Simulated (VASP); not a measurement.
# Na2S (Fm-3m) in VASP: settings compared

The runs below take Na2S through single point, with PBE-based screened hybrid with 40 % exact exchange, PBE-based screened hybrid with 15 % exact exchange.

All numbers are computed with VASP 6.6.1; they aren't measurements. Logs are shortened: lines on timing, memory, paths and dates and some standing lists are left out, and cuts for length are marked.

**1. The cell of the first run**

Symmetry: Fm-3m, No. 225, cubic system. The conventional cell has a = 6.511 Å, b = 6.511 Å, c = 6.511 Å, α = 90.00°, β = 90.00°, γ = 90.00°. Within 3.7 Å of Na (site symmetry -43m) lie 4 S at 2.82 Å and 6 Na at 3.26 Å. Within 3.7 Å of S (site symmetry m-3m) lie 8 Na at 2.82 Å.

**2. Single point, PBE-based screened hybrid with 40 % exact exchange**

The input, POSCAR:

```
Na2S
1.0
    0.0000000000      3.2554286299      3.2554286299
    3.2554286299      0.0000000000      3.2554286299
    3.2554286299      3.2554286299      0.0000000000
Na S
2 1
Direct
    0.2500000000      0.2500000000      0.2500000000
    0.7500000000      0.7500000000      0.7500000000
    0.0000000000      0.0000000000      0.0000000000
```

The input, INCAR.step1:

```
PREC = Accurate
ENCUT = 400
EDIFF = 1E-5
ISMEAR = 0
SIGMA = 0.01
LREAL = F
LASPH = T
NELM = 120
ALGO = Normal
ISIF = 2
LWAVE = T
LCHARG = F
NBANDS = 17
GGA = PE
GGA_COMPAT = F
```

The input, INCAR.step2:

```
PREC = Accurate
ENCUT = 400
EDIFF = 1E-6
ISMEAR = 0
SIGMA = 0.01
LREAL = F
LASPH = T
NELM = 120
ALGO = Normal
ISIF = 2
LWAVE = F
LCHARG = F
GGA = PE
LHFCALC = T
AEXX = 0.4
HFSCREEN = 0.3
PRECFOCK = Normal
NBANDS = 17
ISTART = 1
GGA_COMPAT = F
```

The input, KPOINTS:

```
regular mesh
0
Gamma
  4 4 4
```

Potentials or basis: VASP PAW PBE potentials, release 64 (Na_pv, S).

Started as:

```bash
$ cat potpaw_PBE.64/Na_pv/POTCAR potpaw_PBE.64/S/POTCAR > POTCAR
$ cp INCAR.step1 INCAR
$ mpirun -np 1 vasp_std > vasp.out
$ cp INCAR.step2 INCAR
$ mpirun -np 1 vasp_std > vasp.out
```

OUTCAR:

```text
PREC = Accurate
   ENCUT = 400
   EDIFF = 1E-6
   ISMEAR = 0
   LREAL = F
   LASPH = T
   NELM = 120
   ISIF = 2
   GGA = PE
   LHFCALC = T
   AEXX = 0.4
   HFSCREEN = 0.3
   PRECFOCK = Normal
   ISTART = 1

 ion  position               nearest neighbor table
   1  0.250  0.250  0.250-
   2  0.750  0.750  0.750-
   3  0.000  0.000  0.000-

  LATTYP: Found a face centered cubic cell.
 ALAT       =     6.5108572598

  Lattice vectors:

 A1 = (   0.0000000000,   3.2554286299,   3.2554286299)
 A2 = (   3.2554286299,   0.0000000000,   3.2554286299)
 A3 = (   3.2554286299,   3.2554286299,   0.0000000000)

Analysis of symmetry for initial positions (statically):
=====================================================================
 Subroutine PRICEL returns:
 Original cell was already a primitive cell.

 Routine SETGRP: Setting up the symmetry group for a
 face centered cubic supercell.

 Subroutine GETGRP returns: Found 48 space group operations
 (whereof 48 operations were pure point group operations)
 out of a pool of 48 trial point group operations.

The static configuration has the point symmetry O_h .

Analysis of symmetry for dynamics (positions and initial velocities):
=====================================================================
 Subroutine PRICEL returns:
 Original cell was already a primitive cell.

 Routine SETGRP: Setting up the symmetry group for a
 face centered cubic supercell.

 Subroutine GETGRP returns: Found 48 space group operations
 (whereof 48 operations were pure point group operations)
 out of a pool of 48 trial point group operations.

The dynamic configuration has the point symmetry O_h .

 Subroutine INISYM returns: Found 48 space group operations
 (whereof 48 operations are pure point group operations),
 and found     1 'primitive' translations

----------------------------------------------------------------------------------------

                                     Primitive cell

  volume of cell :      69.0009

  direct lattice vectors                    reciprocal lattice vectors
     0.000000000  3.255428630  3.255428630    -0.153589606  0.153589606  0.153589606
     3.255428630  0.000000000  3.255428630     0.153589606 -0.153589606  0.153589606
     3.255428630  3.255428630  0.000000000     0.153589606  0.153589606 -0.153589606

  length of vectors
     4.603871320  4.603871320  4.603871320     0.266025001  0.266025001  0.266025001

  position of ions in fractional coordinates (direct lattice)
     0.250000000  0.250000000  0.250000000
     0.750000000  0.750000000  0.750000000
     0.000000000  0.000000000  0.000000000

  ion indices of the primitive-cell ions
   primitive index   ion index
                 1           1
                 2           2
                 3           3

----------------------------------------------------------------------------------------

 KPOINTS: regular mesh

Automatic generation of k-mesh.
 Grid dimensions read from file:
 generate k-points for:    4    4    4

 Generating k-lattice:

  Cartesian coordinates                     Fractional coordinates (reciprocal lattice)
    -0.038397401  0.038397401  0.038397401     0.250000000  0.000000000  0.000000000
     0.038397401 -0.038397401  0.038397401     0.000000000  0.250000000  0.000000000
     0.038397401  0.038397401 -0.038397401     0.000000000  0.000000000  0.250000000

  Length of vectors
     0.066506250  0.066506250  0.066506250

  Shift w.r.t. Gamma in fractional coordinates (k-lattice)
     0.000000000  0.000000000  0.000000000

 Subroutine IBZKPT returns following result:
 ===========================================

 Found      8 irreducible k-points:

 Following reciprocal coordinates:
            Coordinates               Weight
  0.000000  0.000000  0.000000      1.000000
  0.250000  0.000000  0.000000      8.000000
  0.500000  0.000000  0.000000      4.000000
  0.250000  0.250000  0.000000      6.000000
  0.500000  0.250000  0.000000     24.000000
 -0.250000  0.250000  0.000000     12.000000
  0.500000  0.500000  0.000000      3.000000
 -0.250000  0.500000  0.250000      6.000000
   k-points           NKPTS =      8   k-points in BZ     NKDIM =     64   number of bands    NBANDS=     17
   number of dos      NEDOS =    301   number of ions     NIONS =      3
   total plane-waves  NPLWV =  27000
   dimension x,y,z NGX =    30 NGY =   30 NGZ =   30
   dimension x,y,z NGXF=    60 NGYF=   60 NGZF=   60
   ions per type =               2   1
   NGX,Y,Z   is equivalent  to a cutoff of  10.83, 10.83, 10.83 a.u.
   NGXF,Y,Z  is equivalent  to a cutoff of  21.67, 21.67, 21.67 a.u.
 SYSTEM =  unknown system
   PREC   = accura    normal or accurate (medium, high low for compatibility)
   ISTART =      1    job   : 0-new  1-cont  2-samecut
   ICHARG =      0    charge: 1-file 2-atom 10-const
   ISPIN  =      1    spin polarized calculation?
   LNONCOLLINEAR =      F non collinear calculations
   LSORBIT =      F    spin-orbit coupling
   LASPH  =      T    aspherical Exc in radial PAW
   ENCUT  =  400.0 eV  29.40 Ry    5.42 a.u.   7.51  7.51  7.51*2*pi/ulx,y,z
   NELM   =    120;   NELMIN=  2; NELMDL=  0     # of ELM steps
   EDIFF  = 0.1E-05   stopping-criterion for ELM
   LREAL  =      F    real-space projection
   EDIFFG = 0.1E-04   stopping-criterion for IOM
   NSW    =      0    number of steps for IOM
   IBRION =     -1    ionic relax: 0-MD 1-quasi-New 2-CG
   NFREE  =      0    steps in history (QN), initial steepest desc. (CG)
   ISIF   =      2    stress and relaxation
   ISYM   =      3    0-nonsym 1-usesym 2-fastsym
   POTIM  = 0.5000    time-step for ionic-motion
   TEBEG  =    0.0;   TEEND  =   0.0 temperature during run
   PSTRESS=    0.0 pullay stress
   NELECT =      20.0000    total number of electrons
   NUPDOWN=      -1.0000    fix difference up-down
   EMIN   =  10.00;   EMAX   =-10.00  energy-range for DOS
   EFERMI =   0.00;   METHOD = LEGACY
   ISMEAR =     0;   SIGMA  =   0.01  broadening in eV -4-tet -1-fermi 0-gaus
   EFERMI_NEDOS =   21; number of points for ismear=-14 and -15
   IALGO  =     38    algorithm
   IMIX   =      1    mixing-type and parameters
     AMIX     =   0.40;   BMIX     =  1.00
     AMIX_MAG =   1.60;   BMIX_MAG =  1.00
  volume/ion in A,a.u.               =      23.00       155.21
  Fermi-wavevector in a.u.,A,eV,Ry     =   1.083428  2.047382 15.970734  1.173816
  Thomas-Fermi vector in A             =   2.219494
   LORBIT       =      0    0 simple, 1 ext, 2 COOP (PROOUT), +10 PAW based schemes
   GGA     = PE    functional components
   LHFCALC =     T    Hartree Fock is set to
   PRECFOCK=normal    Normal, Fast or Accurate (Low or Medium for compatibility)
   ENCUT4O =  -1.0   cutoff for four orbital integrals eV
   NKREDX  =     1    reduce k-point grid by
   NKREDY  =     1    reduce k-point grid by
   NKREDZ  =     1    reduce k-point grid by
   AEXX    =    0.4000 exact exchange contribution
   HFSCREEN=    0.3000 screening length (either q_TF or 0.3 A-1)
   HFSCREENC=   0.3000 screening length for correlation (either q_TF or 0.3 A-1)
   ENCUTFOCK=  -1.0 apply spherical cutoff to Coloumb kernel
   IVDW    =     0    specifies the selected vdW correction
   LEPSILON=     F    determine dielectric tensor
   LRPA    =     F    only Hartree local field effects (RPA)
 non-spin polarized calculation
 Gauss-broadening in eV      SIGMA  =   0.01
  energy-cutoff  :      400.00
  volume of cell :       69.00
 maximum number of plane-waves:      1283
  NGX = 24; NGY = 24; NGZ = 24

 number of electron      19.9999976 magnetization

 Free energy of the ion-electron system (eV)
  ---------------------------------------------------
  ext. energy  EPLUGINS =         0.00000000
  ---------------------------------------------------
  free energy    TOTEN  =       -11.98262244 eV

  energy without entropy =      -11.98262244  energy(sigma->0) =      -11.98262244

 E-fermi :  -0.6235     XC(G=0):  -6.0194

 val. band max:       -0.7042227708   @ k =   0.0000   0.0000   0.0000
 cond. band min:       3.1038189030   @ k =   0.0000   0.0000   0.0000
 fundamental gap:      3.8080416738
 Fermi energy:        -0.6235419257

 k-point     1 :       0.0000    0.0000    0.0000
  band No.  band energies     occupation
      1     -26.5365      2.00000
      2     -26.5365      2.00000
      3     -26.5365      2.00000
      4     -26.4871      2.00000
      5     -26.4871      2.00000
      6     -26.4871      2.00000
[... 9 lines left out ...]
     16      10.2609      0.00000
     17      12.1357      0.00000

 k-point     2 :       0.2500    0.0000    0.0000
  band No.  band energies     occupation
      1     -26.5323      2.00000
      2     -26.5299      2.00000
      3     -26.5299      2.00000
      4     -26.4983      2.00000
      5     -26.4948      2.00000
      6     -26.4948      2.00000
[... 9 lines left out ...]
     16      10.0569      0.00000
     17      11.2460      0.00000

 k-point     3 :       0.5000    0.0000    0.0000
  band No.  band energies     occupation
      1     -26.5211      2.00000
      2     -26.5151      2.00000
      3     -26.5140      2.00000
      4     -26.5140      2.00000
      5     -26.5116      2.00000
      6     -26.5116      2.00000
[... 9 lines left out ...]
     16      12.5165      0.00000
     17      12.5165      0.00000

 k-point     4 :       0.2500    0.2500    0.0000
  band No.  band energies     occupation
      1     -26.5425      2.00000
      2     -26.5425      2.00000
      3     -26.5254      2.00000
      4     -26.5054      2.00000
      5     -26.4839      2.00000
      6     -26.4839      2.00000
[... 9 lines left out ...]
     16      11.1338      0.00000
     17      13.4924      0.00000

 k-point     5 :       0.5000    0.2500    0.0000
  band No.  band energies     occupation
      1     -26.5485      2.00000
      2     -26.5387      2.00000
      3     -26.5375      2.00000
      4     -26.4912      2.00000
      5     -26.4896      2.00000
      6     -26.4851      2.00000
[... 9 lines left out ...]
     16      12.6223      0.00000
     17      13.2770      0.00000

 k-point     6 :      -0.2500    0.2500    0.0000
  band No.  band energies     occupation
      1     -26.5492      2.00000
      2     -26.5216      2.00000
      3     -26.5175      2.00000
      4     -26.5114      2.00000
      5     -26.5084      2.00000
      6     -26.4806      2.00000
[... 9 lines left out ...]
     16      12.0265      0.00000
     17      13.1761      0.00000

 k-point     7 :       0.5000    0.5000    0.0000
  band No.  band energies     occupation
      1     -26.5623      2.00000
      2     -26.5481      2.00000
      3     -26.5481      2.00000
      4     -26.4800      2.00000
      5     -26.4800      2.00000
      6     -26.4741      2.00000
[... 9 lines left out ...]
     16      12.9140      0.00000
     17      13.1118      0.00000

 k-point     8 :      -0.2500    0.5000    0.2500
  band No.  band energies     occupation
      1     -26.5581      2.00000
      2     -26.5523      2.00000
      3     -26.5141      2.00000
      4     -26.5141      2.00000
      5     -26.4774      2.00000
      6     -26.4767      2.00000
[... 9 lines left out ...]
     16      11.6698      0.00000
     17      13.1521      0.00000

------------------------ aborting loop because EDIFF is reached ----------------------------------------

  FORCE on cell =-STRESS in cart. coord.  units (eV):
  Direction    XX          YY          ZZ          XY          YZ          ZX
  --------------------------------------------------------------------------------------
  -------------------------------------------------------------------------------------
  Total       -0.1006586     -0.1006586     -0.1006586      0.0000000     -0.0000000      0.0000000
  in kB       -2.3372597     -2.3372597     -2.3372597      0.0000000     -0.0000000      0.0000000
  external PRESSURE =      -2.3372597 kB  Pullay stress =       0.0000000 kB

 VOLUME and BASIS-vectors are now :
 -----------------------------------------------------------------------------
  energy-cutoff  :      400.00
  volume of cell :       69.00
      direct lattice vectors                 reciprocal lattice vectors
     0.000000000  3.255428630  3.255428630    -0.153589606  0.153589606  0.153589606
     3.255428630  0.000000000  3.255428630     0.153589606 -0.153589606  0.153589606
     3.255428630  3.255428630  0.000000000     0.153589606  0.153589606 -0.153589606

 POSITION                                       TOTAL-FORCE (eV/Angst)
 -----------------------------------------------------------------------------------
      1.62771      1.62771      1.62771        -0.000000     -0.000000      0.000000
      4.88314      4.88314      4.88314         0.000000      0.000000     -0.000000
      0.00000      0.00000      0.00000         0.000000      0.000000      0.000000
 -----------------------------------------------------------------------------------
    total drift:                                0.000002      0.000000      0.000001

  FREE ENERGIE OF THE ION-ELECTRON SYSTEM (eV)
  ---------------------------------------------------
  free  energy   TOTEN  =       -11.9826224353 eV

  energy  without entropy=      -11.9826224353  energy(sigma->0) =      -11.98262244
```

It took 7.2 min on 1 thread of AMD EPYC 7R43 (Zen 3), shared host; peak memory 0.23 GiB.

Results:

```yaml
Free_energy: -11.9826 eV
Pressure: -0.2 GPa
Band_gap_on_the_k_mesh: 3.81 eV
```

Levels at points of the mesh, in eV from the valence-band top:
```tsv
k point	band 6	band 7	band 8	band 9	band 10	band 11	band 12	band 13	band 14	band 15
(0.00, 0.00, 0.00)	-25.78	-11.74	0.00	0.00	0.00	3.81	9.29	9.29	9.29	10.97
(0.50, 0.00, 0.00)	-25.81	-11.45	-1.78	-0.15	-0.15	6.26	7.90	8.59	8.59	13.04
(0.50, 0.50, 0.00)	-25.77	-11.36	-1.60	-0.52	-0.52	5.03	7.49	10.31	11.52	11.52
```

Caveat: the PAW data sets were made with another functional, which shifts forces and pressure a little.

**3. Single point, PBE-based screened hybrid with 15 % exact exchange**

POSCAR is that of step 2.

The input, INCAR.step1:

```
ALGO = Normal ; EDIFF = 1E-5
ENCUT = 400 ; GGA = PE
GGA_COMPAT = F ; ISIF = 2
ISMEAR = 0 ; LASPH = T
LCHARG = F ; LREAL = F
LWAVE = T ; NBANDS = 17
NELM = 120 ; PREC = Accurate
SIGMA = 0.01
```

The input, INCAR.step2:

```
AEXX = 0.15 ; ALGO = Normal
EDIFF = 1E-6 ; ENCUT = 400
GGA = PE ; GGA_COMPAT = F
HFSCREEN = 0.5 ; ISIF = 2
ISMEAR = 0 ; ISTART = 1
LASPH = T ; LCHARG = F
LHFCALC = T ; LREAL = F
LWAVE = F ; NBANDS = 17
NELM = 120 ; PREC = Accurate
PRECFOCK = Normal ; SIGMA = 0.01
```

The input, KPOINTS:

```
k-points
0
Gamma
  4 4 4
```

Potentials or basis: VASP PAW PBE potentials, release 64 (Na_pv, S).

Started as:

```bash
$ cat potpaw_PBE.64/Na_pv/POTCAR potpaw_PBE.64/S/POTCAR > POTCAR
$ cp INCAR.step1 INCAR
$ mpirun -np 1 vasp_std > vasp.out
$ cp INCAR.step2 INCAR
$ mpirun -np 1 vasp_std > vasp.out
```

OUTCAR:

```text
AEXX = 0.15
   EDIFF = 1E-6
   ENCUT = 400
   GGA = PE
   HFSCREEN = 0.5
   ISIF = 2
   ISMEAR = 0
   ISTART = 1
   LASPH = T
   LHFCALC = T
   LREAL = F
   NELM = 120
   PREC = Accurate
   PRECFOCK = Normal

 ion  position               nearest neighbor table
   1  0.250  0.250  0.250-
   2  0.750  0.750  0.750-
   3  0.000  0.000  0.000-

[... 341 lines left out ...]
     17      12.4974      0.00000

------------------------ aborting loop because EDIFF is reached ----------------------------------------

  FORCE on cell =-STRESS in cart. coord.  units (eV):
  Direction    XX          YY          ZZ          XY          YZ          ZX
  --------------------------------------------------------------------------------------
  -------------------------------------------------------------------------------------
  Total        0.1626474      0.1626474      0.1626474     -0.0000000     -0.0000000      0.0000000
  in kB        3.7766189      3.7766189      3.7766189     -0.0000000     -0.0000000      0.0000000
  external PRESSURE =       3.7766189 kB  Pullay stress =       0.0000000 kB

 VOLUME and BASIS-vectors are now :
 -----------------------------------------------------------------------------
  energy-cutoff  :      400.00
  volume of cell :       69.00
      direct lattice vectors                 reciprocal lattice vectors
     0.000000000  3.255428630  3.255428630    -0.153589606  0.153589606  0.153589606
     3.255428630  0.000000000  3.255428630     0.153589606 -0.153589606  0.153589606
     3.255428630  3.255428630  0.000000000     0.153589606  0.153589606 -0.153589606

 POSITION                                       TOTAL-FORCE (eV/Angst)
 -----------------------------------------------------------------------------------
      1.62771      1.62771      1.62771        -0.000000     -0.000000     -0.000000
      4.88314      4.88314      4.88314         0.000000      0.000000      0.000000
      0.00000      0.00000      0.00000        -0.000000     -0.000000     -0.000000
 -----------------------------------------------------------------------------------
    total drift:                               -0.000000     -0.000001     -0.000000

  FREE ENERGIE OF THE ION-ELECTRON SYSTEM (eV)
  ---------------------------------------------------
  free  energy   TOTEN  =       -10.4331724231 eV

  energy  without entropy=      -10.4331724231  energy(sigma->0) =      -10.43317242
```

OSZICAR.step1:

```text
N       E                     dE             d eps       ncg     rms          rms(c)
DAV:   1     0.142103800873E+03    0.14210E+03   -0.90683E+03   272   0.995E+02
DAV:   2     0.679231405600E+00   -0.14142E+03   -0.13726E+03   280   0.300E+02
DAV:   3    -0.105603586169E+02   -0.11240E+02   -0.11190E+02   333   0.849E+01
DAV:   4    -0.108133420941E+02   -0.25298E+00   -0.25263E+00   331   0.132E+01
DAV:   5    -0.108171378306E+02   -0.37957E-02   -0.37945E-02   363   0.164E+00    0.370E+00
DAV:   6    -0.100102001257E+02    0.80694E+00   -0.15768E+00   348   0.550E+00    0.298E+00
DAV:   7    -0.995606879832E+01    0.54131E-01   -0.23691E-01   309   0.206E+00    0.194E+00
DAV:   8    -0.996538195550E+01   -0.93132E-02   -0.17206E-02   305   0.107E+00    0.527E-01
DAV:   9    -0.996535740832E+01    0.24547E-04   -0.45702E-04   357   0.157E-01    0.418E-01
DAV:  10    -0.996704024151E+01   -0.16828E-02   -0.33482E-03   281   0.328E-01    0.177E-01
DAV:  11    -0.996707558703E+01   -0.35346E-04   -0.62700E-05   340   0.711E-02    0.628E-02
DAV:  12    -0.996710669180E+01   -0.31105E-04   -0.55673E-05   291   0.473E-02    0.786E-03
DAV:  13    -0.996710648980E+01    0.20199E-06   -0.56138E-06   243   0.114E-02
   1 F= -.99671065E+01 E0= -.99671065E+01  d E =-.340404E-23
```

Run time: 4.9 min. Hardware: 1 thread of AMD EPYC 7R43 (Zen 3), shared host; peak memory 0.23 GiB.

What came out:

```yaml
Free_energy: -10.4332 eV
Pressure: 0.4 GPa
Band_gap_on_the_k_mesh: 2.82 eV
```

Levels at points of the mesh, in eV from the valence-band top:
| k point | band 7 | band 8 | band 9 | band 10 | band 11 | band 12 | band 13 | band 14 |
| --- | --- | --- | --- | --- | --- | --- | --- | --- |
| (0.00, 0.00, 0.00) | -10.64 | 0.00 | 0.00 | 0.00 | 2.82 | 8.12 | 8.12 | 8.12 |
| (0.50, 0.00, 0.00) | -10.39 | -1.68 | -0.14 | -0.14 | 5.16 | 6.82 | 7.49 | 7.49 |
| (0.50, 0.50, 0.00) | -10.30 | -1.51 | -0.47 | -0.47 | 4.11 | 6.37 | 8.97 | 10.24 |

Caveat: the PAW data sets were made with another functional, which shifts forces and pressure a little.
